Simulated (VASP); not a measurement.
Crystal: InP.

```
In P
1.0
     0.00000    2.93050    2.93050
     2.93050    0.00000    2.93050
     2.93050    2.93050    0.00000
In P
1 1
Direct
  0.00000 0.00000 0.00000
  0.75000 0.75000 0.75000
```

```yaml
Program: VASP 6.6.1
Task: relaxation of cell and atoms
Functional: revPBE
Potentials_or_basis: VASP PAW PBE potentials, release 64 (In_d, P)
Cutoff: 600 eV
k_mesh: 8 × 8 × 8
Occupations: fermi-dirac, width 0.05 eV
Spin: no spin polarisation
```

At the start: pressure 4.6 GPa; volume 25.17 Å³/atom.

Problem. Where does the relaxation end?

Solution. Over 3 steps the energy falls by 24.7 meV/atom and the volume is 27.00 Å³/atom (+7.3 %); space group F-43m (No. 216, to 0.1 Å) before and after.

The path:
| step | energy change (eV) | largest force (eV/Å) | pressure (GPa) | volume (Å³) |
| --- | --- | --- | --- | --- |
| 1 | 0.0000 | 0.0000 | 4.61 | 50.33 |
| 2 | -0.0395 | 0.0000 | -1.69 | 55.80 |
| 3 | -0.0494 | 0.0000 | 0.02 | 53.99 |

Final structure:
```yaml
crystal:
  lattice:
    - [0.00000, 2.99982, 2.99982]
    - [2.99982, 0.00000, 2.99982]
    - [2.99982, 2.99982, 0.00000]
  atoms:
    - { symbol: In, position: [0.00000, 0.00000, 0.00000] }
    - { symbol: P, position: [0.75000, 0.75000, 0.75000] }
```

Caveat: the PAW data sets were made with another functional, which shifts forces and pressure a little.
